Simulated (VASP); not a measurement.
# Hf in VASP: single point with PBE

Aim: the single point of Hf with PBE.

All numbers are computed with VASP 6.6.1; they aren't measurements. Logs are shortened: lines on timing, memory, paths and dates and some standing lists are left out, and cuts for length are marked.

## 1. The cell of the first run

The cell holds a slab with vacuum, 1 atom: a = 3.203 Å, b = 3.203 Å, c = 16.000 Å, α = 90.00°, β = 90.00°, γ = 120.00°.

## 2. Single point, PBE

Contents of POSCAR:

```
Hf
1.0
    3.2032284312      0.0000000000      0.0000000000
   -1.6016142156      2.7740771955      0.0000000000
    0.0000000000      0.0000000000     16.0000000000
Hf
1
Direct
    0.0000000000      0.0000000000      0.5000000000
```

Contents of INCAR.step1:

```
SYSTEM = Hf
PREC = Accurate ; ENCUT = 520
EDIFF = 1E-6 ; ISMEAR = -1
SIGMA = 0.1 ; LREAL = .FALSE.
LASPH = .TRUE. ; NELM = 60
ALGO = Normal ; ISIF = 2
LWAVE = .FALSE. ; LCHARG = .TRUE.
LMAXMIX = 4 ; LDIPOL = .TRUE.
IDIPOL = 3 ; DIPOL = 0.5 0.5 0.500
GGA = PE ; NBANDS = 11
```

Contents of KPOINTS.step1:

```
regular mesh
0
G
  12 12 1
  0 0 0
```

Contents of INCAR.step2:

```
SYSTEM = Hf
PREC = Accurate ; ENCUT = 520
EDIFF = 1E-6 ; ISMEAR = -5
SIGMA = 0.1 ; LREAL = .FALSE.
LASPH = .TRUE. ; NELM = 60
ALGO = Normal ; ISIF = 2
LWAVE = .FALSE. ; LCHARG = .FALSE.
LMAXMIX = 4 ; LDIPOL = .TRUE.
IDIPOL = 3 ; DIPOL = 0.5 0.5 0.500
GGA = PE ; LORBIT = 10
NEDOS = 2001 ; ICHARG = 11
```

Contents of KPOINTS.step2:

```
regular mesh
0
G
  18 18 1
  0 0 0
```

Potentials or basis: VASP PAW PBE potentials, release 64 (Hf_pv).

Command:

```bash
cat potpaw_PBE.64/Hf_pv/POTCAR > POTCAR
cp INCAR.step1 INCAR
cp KPOINTS.step1 KPOINTS
mpirun -np 1 vasp_std > vasp.out
cp INCAR.step2 INCAR
cp KPOINTS.step2 KPOINTS
mpirun -np 1 vasp_std > vasp.out
```

OUTCAR:

```text
SYSTEM = Hf
   PREC = Accurate
   ENCUT = 520
   EDIFF = 1E-6
   ISMEAR = -5
   LREAL = .FALSE.
   LASPH = .TRUE.
   NELM = 60
   ISIF = 2
   GGA = PE
   LORBIT = 10
   ICHARG = 11

 ion  position               nearest neighbor table
   1  0.000  0.000  0.500-

  LATTYP: Found a hexagonal cell.
 ALAT       =     3.2032284312
 C/A-ratio  =     4.9949606604

  Lattice vectors:

 A1 = (   3.2032284312,   0.0000000000,   0.0000000000)
 A2 = (  -1.6016142156,   2.7740771955,   0.0000000000)
 A3 = (   0.0000000000,   0.0000000000,  16.0000000000)

Analysis of symmetry for initial positions (statically):
=====================================================================
 Subroutine PRICEL returns:
 Original cell was already a primitive cell.

 Routine SETGRP: Setting up the symmetry group for a
 hexagonal supercell.

 Subroutine GETGRP returns: Found 24 space group operations
 (whereof 24 operations were pure point group operations)
 out of a pool of 24 trial point group operations.

The static configuration has the point symmetry D_6h.

Analysis of symmetry for dynamics (positions and initial velocities):
=====================================================================
 Subroutine PRICEL returns:
 Original cell was already a primitive cell.

 Routine SETGRP: Setting up the symmetry group for a
 hexagonal supercell.

 Subroutine GETGRP returns: Found 24 space group operations
 (whereof 24 operations were pure point group operations)
 out of a pool of 24 trial point group operations.

The dynamic configuration has the point symmetry D_6h.

 Subroutine INISYM returns: Found 24 space group operations
 (whereof 24 operations are pure point group operations),
 and found     1 'primitive' translations

----------------------------------------------------------------------------------------

                                     Primitive cell

  volume of cell :     142.1760

  direct lattice vectors                    reciprocal lattice vectors
     3.203228431  0.000000000  0.000000000     0.312185041  0.180240118  0.000000000
    -1.601614216  2.774077195  0.000000000     0.000000000  0.360480235  0.000000000
     0.000000000  0.000000000 16.000000000     0.000000000  0.000000000  0.062500000

  length of vectors
     3.203228431  3.203228431 16.000000000     0.360480235  0.360480235  0.062500000

  position of ions in fractional coordinates (direct lattice)
     0.000000000  0.000000000  0.500000000

  ion indices of the primitive-cell ions
   primitive index   ion index
                 1           1

----------------------------------------------------------------------------------------

 KPOINTS: regular mesh

Automatic generation of k-mesh.
 Grid dimensions read from file:
 generate k-points for:   18   18    1

 Generating k-lattice:

  Cartesian coordinates                     Fractional coordinates (reciprocal lattice)
     0.017343613  0.010013340  0.000000000     0.055555556  0.000000000  0.000000000
     0.000000000  0.020026680  0.000000000     0.000000000  0.055555556  0.000000000
     0.000000000  0.000000000  0.062500000     0.000000000  0.000000000  1.000000000

  Length of vectors
     0.020026680  0.020026680  0.062500000

  Shift w.r.t. Gamma in fractional coordinates (k-lattice)
     0.000000000  0.000000000  0.000000000

 TETIRR: Found    169 inequivalent tetrahedra from     1944

 Subroutine IBZKPT returns following result:
 ===========================================

 Found     37 irreducible k-points:

 Following reciprocal coordinates:
            Coordinates               Weight
  0.000000  0.000000  0.000000      1.000000
  0.055556 -0.000000  0.000000      6.000000
  0.111111 -0.000000  0.000000      6.000000
  0.166667  0.000000  0.000000      6.000000
  0.222222 -0.000000  0.000000      6.000000
  0.277778  0.000000  0.000000      6.000000
[... 16 lines left out ...]
  0.333333  0.111111  0.000000     12.000000
  0.388889  0.111111  0.000000     12.000000
 [... further k-points ...]
   k-points           NKPTS =     37   k-points in BZ     NKDIM =     37   number of bands    NBANDS=      9
   number of dos      NEDOS =   2001   number of ions     NIONS =      1
   total plane-waves  NPLWV =  69120
   dimension x,y,z NGX =    24 NGY =   24 NGZ =  120
   dimension x,y,z NGXF=    48 NGYF=   48 NGZF=  240
   ions per type =               1
   NGX,Y,Z   is equivalent  to a cutoff of  12.46, 12.46, 12.47 a.u.
   NGXF,Y,Z  is equivalent  to a cutoff of  24.91, 24.91, 24.94 a.u.
 SYSTEM =  Hf
   PREC   = accura    normal or accurate (medium, high low for compatibility)
   ISTART =      0    job   : 0-new  1-cont  2-samecut
   ICHARG =     11    charge: 1-file 2-atom 10-const
   ISPIN  =      1    spin polarized calculation?
   LNONCOLLINEAR =      F non collinear calculations
   LSORBIT =      F    spin-orbit coupling
   LASPH  =      T    aspherical Exc in radial PAW
   ENCUT  =  520.0 eV  38.22 Ry    6.18 a.u.   5.96  5.96 29.75*2*pi/ulx,y,z
   NELM   =     60;   NELMIN=  2; NELMDL=  0     # of ELM steps
   EDIFF  = 0.1E-05   stopping-criterion for ELM
   LREAL  =      F    real-space projection
   EDIFFG = 0.1E-04   stopping-criterion for IOM
   NSW    =      0    number of steps for IOM
   IBRION =     -1    ionic relax: 0-MD 1-quasi-New 2-CG
   NFREE  =      0    steps in history (QN), initial steepest desc. (CG)
   ISIF   =      2    stress and relaxation
   ISYM   =      2    0-nonsym 1-usesym 2-fastsym
   POTIM  = 0.5000    time-step for ionic-motion
   TEBEG  =    0.0;   TEEND  =   0.0 temperature during run
   PSTRESS=    0.0 pullay stress
   NELECT =      10.0000    total number of electrons
   NUPDOWN=      -1.0000    fix difference up-down
   EMIN   =  10.00;   EMAX   =-10.00  energy-range for DOS
   EFERMI =   0.00;   METHOD = LEGACY
   ISMEAR =    -5;   SIGMA  =   0.10  broadening in eV -4-tet -1-fermi 0-gaus
   EFERMI_NEDOS =   21; number of points for ismear=-14 and -15
   IALGO  =     38    algorithm
   IMIX   =      4    mixing-type and parameters
     AMIX     =   0.40;   BMIX     =  1.00
     AMIX_MAG =   1.60;   BMIX_MAG =  1.00
  volume/ion in A,a.u.               =     142.18       959.45
  Fermi-wavevector in a.u.,A,eV,Ry     =   0.675771  1.277021  6.213319  0.456666
  Thomas-Fermi vector in A             =   1.752886
   LORBIT       =     10    0 simple, 1 ext, 2 COOP (PROOUT), +10 PAW based schemes
   GGA     = PE    functional components
   LHFCALC =     F    Hartree Fock is set to
   AEXX    =    0.0000 exact exchange contribution
   IVDW    =     0    specifies the selected vdW correction
   LEPSILON=     F    determine dielectric tensor
   LRPA    =     F    only Hartree local field effects (RPA)
 non-spin polarized calculation
 Fermi weights with tetrahedron method with Bloechl corrections
  energy-cutoff  :      520.00
  volume of cell :      142.18
 maximum number of plane-waves:      3864
 NGX is ok and might be reduce to    24

 number of electron      10.0000001 magnetization

 dipolmoment           0.000000      0.000000      0.000000 electrons x Angstroem

 Free energy of the ion-electron system (eV)
  ---------------------------------------------------
  ext. energy  EPLUGINS =         0.00000000
  ---------------------------------------------------
  free energy    TOTEN  =        -7.48463156 eV

  energy without entropy =       -7.48463156  energy(sigma->0) =       -7.48463156

 E-fermi :  -2.5322     XC(G=0):  -3.0418

 val. band max:       -2.5529372521   @ k =   0.2222   0.1111   0.0000
 cond. band min:      -2.5805839797   @ k =   0.2778   0.2778   0.0000
 fundamental gap:     -0.0276467276
 Fermi energy:        -2.5322057476

 k-point     1 :       0.0000    0.0000    0.0000
  band No.  band energies     occupation
      1     -33.9993      2.00000
      2     -33.3957      2.00000
      3     -33.3957      2.00000
      4      -7.6599      2.00000
      5      -2.5724      2.66311
      6      -2.2781      0.00000
      7      -1.0567      0.00000
      8      -1.0567      0.00000
      9       1.2467      0.00000

 k-point     2 :       0.0556   -0.0000    0.0000
  band No.  band energies     occupation
      1     -33.9972      2.00000
      2     -33.4120      2.00000
      3     -33.3994      2.00000
      4      -7.5628      2.00000
      5      -2.5246      0.26468
      6      -2.2932      0.00000
      7      -1.1585      0.00000
      8      -0.9724      0.00000
      9       1.2830      0.00000

 k-point     3 :       0.1111   -0.0000    0.0000
  band No.  band energies     occupation
      1     -33.9911      2.00000
      2     -33.4587      2.00000
      3     -33.4103      2.00000
      4      -7.2784      2.00000
      5      -2.3871      0.00000
      6      -2.3442      0.00000
      7      -1.4234      0.00000
      8      -0.7223      0.00000
      9       1.3339      0.00000

 k-point     4 :       0.1667    0.0000    0.0000
  band No.  band energies     occupation
      1     -33.9817      2.00000
      2     -33.5295      2.00000
      3     -33.4270      2.00000
      4      -6.8294      2.00000
      5      -2.4408     -0.12306
      6      -2.2018      0.00000
      7      -1.7295      0.00000
      8      -0.3142      0.00000
      9       1.0016      0.00000

 k-point     5 :       0.2222   -0.0000    0.0000
  band No.  band energies     occupation
      1     -33.9701      2.00000
      2     -33.6153      2.00000
      3     -33.4473      2.00000
      4      -6.2601      2.00000
      5      -2.5821      1.85846
      6      -2.2525      0.00000
      7      -1.7064      0.00000
      8       0.2367      0.00000
      9       1.1012      0.00000

 k-point     6 :       0.2778    0.0000    0.0000
  band No.  band energies     occupation
      1     -33.9577      2.00000
      2     -33.7052      2.00000
      3     -33.4688      2.00000
      4      -5.6527      2.00000
      5      -2.7495      2.00000
      6      -2.4371      0.00000
      7      -1.3747      0.00000
      8       0.7443      0.00000
      9       1.1860      0.00000
[... 169 lines left out ...]
 k-point    21 :       0.2222    0.1111    0.0000
  band No.  band energies     occupation
      1     -33.9539      2.00000
      2     -33.7144      2.00000
      3     -33.4942      2.00000
      4      -5.3665      2.00000
      5      -2.7413      2.00000
      6      -2.5529      1.22438
      7      -1.4141      0.00000
      8       0.3988      0.00000
      9       1.3725      0.00000

 k-point    22 :       0.2778    0.1111    0.0000
  band No.  band energies     occupation
      1     -33.9430      2.00000
      2     -33.7862      2.00000
      3     -33.5198      2.00000
      4      -4.8129      2.00000
      5      -2.8621      2.00000
      6      -2.5708      1.36156
      7      -1.0722      0.00000
      8       0.1630      0.00000
      9       2.0179      0.00000

 k-point    23 :       0.3333    0.1111    0.0000
  band No.  band energies     occupation
      1     -33.9341      2.00000
      2     -33.8440      2.00000
      3     -33.5405      2.00000
      4      -4.5030      2.00000
      5      -2.9579      2.00000
      6      -2.2383     -0.10852
      7      -0.8073      0.00000
      8      -0.0271      0.00000
      9       2.5159      0.00000

 k-point    24 :       0.3889    0.1111    0.0000
  band No.  band energies     occupation
      1     -33.9283      2.00000
      2     -33.8815      2.00000
      3     -33.5541      2.00000
      4      -4.4130      2.00000
      5      -3.0187      2.00000
      6      -1.6802      0.00000
      7      -0.7326      0.00000
      8      -0.1501      0.00000
      9       2.9596      0.00000

 [... further k-points ...]

------------------------ aborting loop because EDIFF is reached ----------------------------------------

 vacuum level on the upper side and lower side of the slab       (xc-potential included)        -0.091        -0.091

  FORCE on cell =-STRESS in cart. coord.  units (eV):
  Direction    XX          YY          ZZ          XY          YZ          ZX
  --------------------------------------------------------------------------------------
  -------------------------------------------------------------------------------------
  Total       -3.1786004     -3.1786004      0.0335156      0.0000000      0.0000000     -0.0000000
  in kB      -35.8195465    -35.8195465      0.3776867      0.0000000      0.0000000     -0.0000000
  external PRESSURE =     -23.7538021 kB  Pullay stress =       0.0000000 kB

 VOLUME and BASIS-vectors are now :
 -----------------------------------------------------------------------------
  energy-cutoff  :      520.00
  volume of cell :      142.18
      direct lattice vectors                 reciprocal lattice vectors
     3.203228431  0.000000000  0.000000000     0.312185041  0.180240118  0.000000000
    -1.601614216  2.774077195  0.000000000     0.000000000  0.360480235  0.000000000
     0.000000000  0.000000000 16.000000000     0.000000000  0.000000000  0.062500000

 POSITION                                       TOTAL-FORCE (eV/Angst)
 -----------------------------------------------------------------------------------
      0.00000      0.00000      8.00000         0.000000      0.000000      0.000000
 -----------------------------------------------------------------------------------
    total drift:                                0.000000      0.000000      0.000000

  FREE ENERGIE OF THE ION-ELECTRON SYSTEM (eV)
  ---------------------------------------------------
  free  energy   TOTEN  =        -7.4846315573 eV

  energy  without entropy=       -7.4846315573  energy(sigma->0) =       -7.48463156

 vacuum level on the upper side and lower side of the slab         1.524         1.524

 total charge

# of ion       s       p       d       tot
------------------------------------------
    1        0.393   6.167   1.433   7.993
```

It took 50 s on 1 thread of AMD EPYC 9R14 (Zen 4), shared host; peak memory 0.21 GiB.

What came out:

```
Valence electrons inside the program's atomic spheres : Hf 7.99
```

Levels at points of the mesh, in eV from the Fermi level:
```tsv
k point	band 1	band 2	band 3	band 4	band 5	band 6	band 7	band 8	band 9
(0.00, 0.00, 0.00)	-31.47	-30.86	-30.86	-5.13	-0.04	0.25	1.48	1.48	3.78
(0.50, 0.00, 0.00)	-31.40	-31.38	-30.99	-2.22	-0.64	1.52	1.65	2.93	5.17
```

Caveat: spin-orbit coupling is left out, which moves the levels of the heavy elements; tetrahedron occupations give inexact forces and stress in metals.
